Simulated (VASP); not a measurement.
A run of VASP 6.6.1:

File INCAR:

```
PREC = Accurate
ENCUT = 520
EDIFF = 1E-6
ISMEAR = 0
SIGMA = 0.1
LREAL = F
LASPH = T
NELM = 100
ALGO = Normal
ISIF = 2
LWAVE = F
LCHARG = T
GGA = PE
LELF = T
LVHAR = T
NBANDS = 48
```

KPOINTS

```
Automatic mesh
0
Gamma
  6 6 4
```

Contents of POSCAR:

```
Ge5F
1.0
    5.0616184700      0.0000000000      0.0000000000
   -2.5308092300      4.3834901800      0.0000000000
    0.0000000000      0.0000000000      4.7207623800
Ge F
5 1
Direct
    0.6599730300      0.0000000000      0.5000000000
    0.6666666700      0.3333333300      0.0000000000
    0.3400269700      0.3400269700      0.5000000000
    0.0000000000      0.6599730300      0.5000000000
    0.3333333300      0.6666666700      0.0000000000
    0.0000000000      0.0000000000      0.0000000000
```

Potentials or basis: VASP PAW PBE potentials, release 64 (Ge_d, F).

Command:

```sh
$ cat potpaw_PBE.64/Ge_d/POTCAR potpaw_PBE.64/F/POTCAR > POTCAR
$ mpirun -np 1 vasp_std > vasp.out
```

Hardware: 1 thread of Intel(R) Xeon(R) Platinum 8259CL CPU @ 2.50GHz (Skylake/Cascade Lake), on a shared host.

Q: Estimate the wall time of this run.

A: It took 100 s on 1 thread of Intel(R) Xeon(R) Platinum 8259CL CPU @ 2.50GHz (Skylake/Cascade Lake), on a shared host, peak memory 0.26 GiB. Counts: scf iterations 14, k points 21.
